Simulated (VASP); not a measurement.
Wanted: the native input for a VASP 6.6.1 run.

```yaml
Task: single point
Functional: PBE
Potentials_or_basis: VASP PAW PBE potentials, release 64 (W_sv, C)
Cutoff: 520 eV
k_mesh: 6 × 6 × 6
Occupations: gaussian, width 0.1 eV
Spin: no spin polarisation
Dipole_correction: no
Further_INCAR_settings: ALGO = Normal; EDIFF = 1e-06; NBANDS = 23
```

The structure of WC4 lies in POSCAR:

```
WC4
1.0
   -2.5430258400      2.5430258400      2.5430258400
    2.5430258400     -2.5430258400      2.5430258400
    2.5430258400      2.5430258400     -2.5430258400
W C
1 4
Direct
    0.0000000000      0.0000000000      0.0000000000
    0.5000000000      0.5000000000      0.5000000000
    0.5000000000      0.0000000000      0.0000000000
    0.0000000000      0.0000000000      0.5000000000
    0.0000000000      0.5000000000      0.0000000000
```

One way to write it, as run:

INCAR

```
PREC = Accurate ; ENCUT = 520
EDIFF = 1E-6 ; ISMEAR = 0
SIGMA = 0.1 ; LREAL = F
LASPH = T ; NELM = 60
ALGO = Normal ; ISIF = 2
LWAVE = F ; LCHARG = F
GGA = PE ; NBANDS = 23
```

KPOINTS

```
regular mesh
0
Gamma
  6 6 6
```

Potentials or basis: VASP PAW PBE potentials, release 64 (W_sv, C).

Run with:

```bash
$ cat potpaw_PBE.64/W_sv/POTCAR potpaw_PBE.64/C/POTCAR > POTCAR
$ mpirun -np 1 vasp_std > vasp.out
```

It gave:

| Item | Value |
| --- | --- |
| Pressure | -24.1 GPa |
| Band gap on the k mesh | zero (band 15 reaches 5.99 eV, above the bottom of band 16 at 3.61 eV) |

Caveat: spin-orbit coupling is left out, which moves the levels of the heavy elements.

Wall time 28 s on 1 thread of Intel(R) Xeon(R) Platinum 8375C CPU @ 2.90GHz (Ice Lake), on a shared host, peak memory 0.21 GiB.
